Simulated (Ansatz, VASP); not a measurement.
# Two plane-wave programs on TiB2

```xyz
3
Lattice="3.0175 0.0000 0.0000 -1.5087 2.6132 0.0000 0.0000 0.0000 3.1854" Properties=species:S:1:pos:R:3 pbc="T T T"
Ti    0.0000    0.0000    0.0000
B     0.0000    1.7421    1.5927
B     1.5087    0.8711    1.5927
```

Alike in both runs: functional PBEsol; k mesh 12 × 12 × 10; occupations fermi-dirac, width 0.05 eV; collinear spin.

Ansatz relaxed the structure, and its values are those at the end. VASP's run is a single point on that final structure, the one shown.

|  | VASP | Ansatz |
| --- | --- | --- |
| version | VASP 6.6.1 | Ansatz 0.2.0 |
| potentials or method | VASP PAW PBE potentials, release 64 (Ti_sv, B) | PAW with Ansatz's default frozen-core files, scalar-relativistic |
| plane-wave cutoff (eV) | 520 | 420 |
| valence electrons in the cell | 18 | 18 |

|  | VASP | Ansatz | Ansatz less VASP |
| --- | --- | --- | --- |
| pressure (GPa) | 0.3 | 0.0 | -0.31 |
| net moment per atom (μB) | 0.00 | 0.00 | 0.000 |

VASP's potentials were made for PBE, not for PBEsol. Ansatz's warnings: seeded moment not kept.
